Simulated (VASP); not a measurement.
# TiAl (vib) (P-6m2) in VASP: further runs

TiAl (vib) is run at these levels: LDA; tasks: single point.

All numbers are computed with VASP 6.6.1; they aren't measurements. Logs are shortened: lines on timing, memory, paths and dates and some standing lists are left out, and cuts for length are marked.

## 1. The cell of the first run

It takes space group P-6m2 (No. 187, hexagonal). The conventional cell has a = 2.867 Å, b = 2.867 Å, c = 4.678 Å, α = 90.00°, β = 90.00°, γ = 120.00°. Within 3.8 Å of Ti (site symmetry -6m2) lie 6 Al at 2.87 Å and 6 Ti at 2.87 Å. Al (site symmetry -6m2) has 6 Ti at 2.87 Å and 6 Al at 2.87 Å within 3.8 Å.

## 2. Single point, LDA

INCAR

```
SYSTEM = TiAl
PREC = Accurate
ENCUT = 520
EDIFF = 1E-6
ISMEAR = 0
SIGMA = 0.1
LREAL = .False.
LASPH = .True.
NELM = 60
ALGO = Normal
ISIF = 2
LWAVE = .False.
LCHARG = .False.
GGA = CA
NBANDS = 14
```

KPOINTS

```
Automatic mesh
0
Gamma
  9 9 4
  0 0 0
```

POSCAR

```
TiAl
1.0
    2.8672622300      0.0000000000      0.0000000000
   -1.4336311200      2.4831219300      0.0000000000
    0.0000000000      0.0000000000      4.6780830000
Ti Al
1 1
Direct
    0.0000000000      0.0000000000      0.0000000000
    0.3333333300      0.6666666700      0.5000000000
```

Potentials or basis: VASP PAW LDA potentials, release 64 (Ti_sv, Al).

On the command line:

```sh
$ cat potpaw_LDA.64/Ti_sv/POTCAR potpaw_LDA.64/Al/POTCAR > POTCAR
$ mpirun -np 1 vasp_std > vasp.out
```

OUTCAR:

```text
SYSTEM = TiAl
   PREC = Accurate
   ENCUT = 520
   EDIFF = 1E-6
   ISMEAR = 0
   LREAL = .False.
   LASPH = .True.
   NELM = 60
   ISIF = 2
   GGA = CA

 ion  position               nearest neighbor table
   1  0.000  0.000  0.000-   2 2.87   2 2.87   2 2.87   2 2.87   2 2.87   2 2.87
   2  0.333  0.667  0.500-   1 2.87   1 2.87   1 2.87   1 2.87   1 2.87   1 2.87

  LATTYP: Found a hexagonal cell.
 ALAT       =     2.8672622300
 C/A-ratio  =     1.6315504564

  Lattice vectors:

 A1 = (   2.8672622300,   0.0000000000,   0.0000000000)
 A2 = (  -1.4336311200,   2.4831219300,   0.0000000000)
 A3 = (   0.0000000000,   0.0000000000,   4.6780830000)

Analysis of symmetry for initial positions (statically):
=====================================================================
 Subroutine PRICEL returns:
 Original cell was already a primitive cell.

 Routine SETGRP: Setting up the symmetry group for a
 hexagonal supercell.

 Subroutine GETGRP returns: Found 12 space group operations
 (whereof 12 operations were pure point group operations)
 out of a pool of 24 trial point group operations.

The static configuration has the point symmetry D_3h.

Analysis of symmetry for dynamics (positions and initial velocities):
=====================================================================
 Subroutine PRICEL returns:
 Original cell was already a primitive cell.

 Routine SETGRP: Setting up the symmetry group for a
 hexagonal supercell.

 Subroutine GETGRP returns: Found 12 space group operations
 (whereof 12 operations were pure point group operations)
 out of a pool of 24 trial point group operations.

The dynamic configuration has the point symmetry D_3h.

 Subroutine INISYM returns: Found 12 space group operations
 (whereof 12 operations are pure point group operations),
 and found     1 'primitive' translations

----------------------------------------------------------------------------------------

                                     Primitive cell

  volume of cell :      33.3068

  direct lattice vectors                    reciprocal lattice vectors
     2.867262230  0.000000000  0.000000000     0.348764752  0.201359424  0.000000000
    -1.433631120  2.483121930  0.000000000     0.000000000  0.402718847  0.000000000
     0.000000000  0.000000000  4.678083000     0.000000000  0.000000000  0.213762774

  length of vectors
     2.867262230  2.867262232  4.678083000     0.402718847  0.402718847  0.213762774

  position of ions in fractional coordinates (direct lattice)
     0.000000000  0.000000000  0.000000000
     0.333333330  0.666666670  0.500000000

  ion indices of the primitive-cell ions
   primitive index   ion index
                 1           1
                 2           2

----------------------------------------------------------------------------------------

 KPOINTS: Automatic mesh

Automatic generation of k-mesh.
 Grid dimensions read from file:
 generate k-points for:    9    9    4

 Generating k-lattice:

  Cartesian coordinates                     Fractional coordinates (reciprocal lattice)
     0.038751639  0.022373269  0.000000000     0.111111111  0.000000000  0.000000000
     0.000000000  0.044746539  0.000000000     0.000000000  0.111111111  0.000000000
     0.000000000  0.000000000  0.053440694     0.000000000  0.000000000  0.250000000

  Length of vectors
     0.044746539  0.044746539  0.053440694

  Shift w.r.t. Gamma in fractional coordinates (k-lattice)
     0.000000000  0.000000000  0.000000000

 Subroutine IBZKPT returns following result:
 ===========================================

 Found     36 irreducible k-points:

 Following reciprocal coordinates:
            Coordinates               Weight
  0.000000  0.000000  0.000000      1.000000
  0.111111  0.000000  0.000000      6.000000
  0.222222  0.000000  0.000000      6.000000
  0.333333  0.000000  0.000000      6.000000
  0.444444  0.000000  0.000000      6.000000
  0.111111  0.111111  0.000000      6.000000
[... 16 lines left out ...]
  0.333333  0.222222  0.250000     24.000000
  0.333333  0.333333  0.250000      4.000000
 [... further k-points ...]
   k-points           NKPTS =     36   k-points in BZ     NKDIM =     36   number of bands    NBANDS=     14
   number of dos      NEDOS =    301   number of ions     NIONS =      2
   total plane-waves  NPLWV =  20736
   dimension x,y,z NGX =    24 NGY =   24 NGZ =   36
   dimension x,y,z NGXF=    48 NGYF=   48 NGZF=   72
   ions per type =               1   1
   NGX,Y,Z   is equivalent  to a cutoff of  13.92, 13.92, 12.79 a.u.
   NGXF,Y,Z  is equivalent  to a cutoff of  27.83, 27.83, 25.59 a.u.
 SYSTEM =  TiAl
   PREC   = accura    normal or accurate (medium, high low for compatibility)
   ISTART =      0    job   : 0-new  1-cont  2-samecut
   ICHARG =      2    charge: 1-file 2-atom 10-const
   ISPIN  =      1    spin polarized calculation?
   LNONCOLLINEAR =      F non collinear calculations
   LSORBIT =      F    spin-orbit coupling
   LASPH  =      T    aspherical Exc in radial PAW
   ENCUT  =  520.0 eV  38.22 Ry    6.18 a.u.   5.33  5.33  8.70*2*pi/ulx,y,z
   NELM   =     60;   NELMIN=  2; NELMDL= -5     # of ELM steps
   EDIFF  = 0.1E-05   stopping-criterion for ELM
   LREAL  =      F    real-space projection
   EDIFFG = 0.1E-04   stopping-criterion for IOM
   NSW    =      0    number of steps for IOM
   IBRION =     -1    ionic relax: 0-MD 1-quasi-New 2-CG
   NFREE  =      0    steps in history (QN), initial steepest desc. (CG)
   ISIF   =      2    stress and relaxation
   ISYM   =      2    0-nonsym 1-usesym 2-fastsym
   POTIM  = 0.5000    time-step for ionic-motion
   TEBEG  =    0.0;   TEEND  =   0.0 temperature during run
   PSTRESS=    0.0 pullay stress
   NELECT =      15.0000    total number of electrons
   NUPDOWN=      -1.0000    fix difference up-down
   EMIN   =  10.00;   EMAX   =-10.00  energy-range for DOS
   EFERMI =   0.00;   METHOD = LEGACY
   ISMEAR =     0;   SIGMA  =   0.10  broadening in eV -4-tet -1-fermi 0-gaus
   EFERMI_NEDOS =   21; number of points for ismear=-14 and -15
   IALGO  =     38    algorithm
   IMIX   =      4    mixing-type and parameters
     AMIX     =   0.40;   BMIX     =  1.00
     AMIX_MAG =   1.60;   BMIX_MAG =  1.00
  volume/ion in A,a.u.               =      16.65       112.38
  Fermi-wavevector in a.u.,A,eV,Ry     =   1.254857  2.371335 21.424622  1.574665
  Thomas-Fermi vector in A             =   2.388641
   LORBIT       =      0    0 simple, 1 ext, 2 COOP (PROOUT), +10 PAW based schemes
   GGA     = CA    functional components
   LHFCALC =     F    Hartree Fock is set to
   AEXX    =    0.0000 exact exchange contribution
   IVDW    =     0    specifies the selected vdW correction
   LEPSILON=     F    determine dielectric tensor
   LRPA    =     F    only Hartree local field effects (RPA)
 non-spin polarized calculation
 Gauss-broadening in eV      SIGMA  =   0.10
  energy-cutoff  :      520.00
  volume of cell :       33.31
 maximum number of plane-waves:       917
 NGX is ok and might be reduce to    24
   NGX = 11   NGY = 11   NGZ = 17

 number of electron      15.0000001 magnetization

 Free energy of the ion-electron system (eV)
  ---------------------------------------------------
  ext. energy  EPLUGINS =         0.00000000
  ---------------------------------------------------
  free energy    TOTEN  =       -13.22386106 eV

  energy without entropy =      -13.20982792  energy(sigma->0) =      -13.21684449

 E-fermi :   7.6724     XC(G=0): -11.1538

 val. band max:        7.6609631388   @ k =   0.3333   0.3333   0.2500
 cond. band min:       7.6823353369   @ k =   0.3333   0.3333   0.5000
 fundamental gap:      0.0213721981
 Fermi energy:         7.6724371680

 k-point     1 :       0.0000    0.0000    0.0000
  band No.  band energies     occupation
      1     -48.1795      2.00000
      2     -24.8962      2.00000
      3     -24.4510      2.00000
      4     -24.4510      2.00000
      5      -1.2555      2.00000
      6       5.3713      2.00000
      7       5.8743      2.00000
      8       8.9047      0.00000
      9       8.9047      0.00000
     10      10.3575      0.00000
     11      10.3575      0.00000
     12      11.5055      0.00000
     13      20.4356      0.00000
     14      20.4356      0.00000

 k-point     2 :       0.1111    0.0000    0.0000
  band No.  band energies     occupation
      1     -48.1679      2.00000
      2     -24.8848      2.00000
      3     -24.5224      2.00000
      4     -24.4671      2.00000
      5      -0.9504      2.00000
      6       5.6992      2.00000
      7       5.9053      2.00000
      8       8.6292      0.00000
      9       9.1527      0.00000
     10      10.2751      0.00000
     11      10.4322      0.00000
     12      11.5745      0.00000
     13      17.3006      0.00000
     14      18.7287      0.00000

 k-point     3 :       0.2222    0.0000    0.0000
  band No.  band energies     occupation
      1     -48.1384      2.00000
      2     -24.8561      2.00000
      3     -24.7005      2.00000
      4     -24.5078      2.00000
      5      -0.0538      2.00000
      6       5.9792      2.00000
      7       6.4536      2.00000
      8       8.0772      0.00000
      9       9.8350      0.00000
     10      10.0723      0.00000
     11      10.6929      0.00000
     12      11.7054      0.00000
     13      13.9238      0.00000
     14      17.1965      0.00000
[... 324 lines left out ...]
 k-point    23 :       0.3333    0.2222    0.2500
  band No.  band energies     occupation
      1     -48.0726      2.00000
      2     -24.9521      2.00000
      3     -24.7935      2.00000
      4     -24.7317      2.00000
      5       4.1523      2.00000
      6       5.9432      2.00000
      7       6.8850      2.00000
      8       7.2770      2.00000
      9       7.9539      0.00007
     10      10.1502      0.00000
     11      10.3598      0.00000
     12      11.6470      0.00000
     13      13.2685      0.00000
     14      14.7622      0.00000

 k-point    24 :       0.3333    0.3333    0.2500
  band No.  band energies     occupation
      1     -48.0667      2.00000
      2     -24.8654      2.00000
      3     -24.8621      2.00000
      4     -24.7877      2.00000
      5       5.7840      2.00000
      6       5.8354      2.00000
      7       6.1308      2.00000
      8       7.0706      2.00000
      9       7.6610      1.12890
     10      10.1254      0.00000
     11      10.3559      0.00000
     12      10.9412      0.00000
     13      14.4417      0.00000
     14      14.4632      0.00000

 [... further k-points ...]
[... 5 lines left out ...]
  --------------------------------------------------------------------------------------
  -------------------------------------------------------------------------------------
  Total       -1.2174352     -1.2174352     -1.2922868      0.0000000      0.0000000      0.0000000
  in kB      -58.5629633    -58.5629633    -62.1635936      0.0000001      0.0000000      0.0000000
  external PRESSURE =     -59.7631734 kB  Pullay stress =       0.0000000 kB

 VOLUME and BASIS-vectors are now :
 -----------------------------------------------------------------------------
  energy-cutoff  :      520.00
  volume of cell :       33.31
      direct lattice vectors                 reciprocal lattice vectors
     2.867262230  0.000000000  0.000000000     0.348764752  0.201359424  0.000000000
    -1.433631120  2.483121930  0.000000000     0.000000000  0.402718847  0.000000000
     0.000000000  0.000000000  4.678083000     0.000000000  0.000000000  0.213762774

 POSITION                                       TOTAL-FORCE (eV/Angst)
 -----------------------------------------------------------------------------------
      0.00000      0.00000      0.00000        -0.000000      0.000000      0.000000
     -0.00000      1.65541      2.33904         0.000000      0.000000      0.000000
 -----------------------------------------------------------------------------------
    total drift:                               -0.000000      0.000000      0.000000

  FREE ENERGIE OF THE ION-ELECTRON SYSTEM (eV)
  ---------------------------------------------------
  free  energy   TOTEN  =       -13.2238610582 eV

  energy  without entropy=      -13.2098279161  energy(sigma->0) =      -13.21684449
```

Wall time 5.5 s (1 thread of Intel Xeon 6975P-C (Granite Rapids), shared host); peak memory 0.14 GiB.

What came out:

```yaml
Free_energy: -13.2239 eV
Pressure: -6.0 GPa
```

Levels at points of the mesh, in eV from the Fermi level:
| k point | band 5 | band 6 | band 7 | band 8 | band 9 | band 10 |
| --- | --- | --- | --- | --- | --- | --- |
| (0.00, 0.00, 0.00) | -8.93 | -2.30 | -1.80 | 1.23 | 1.23 | 2.69 |
| (0.00, 0.00, 0.50) | -8.04 | -5.23 | -0.48 | 1.25 | 1.25 | 2.61 |

(Part 1 of 2 ends here.)
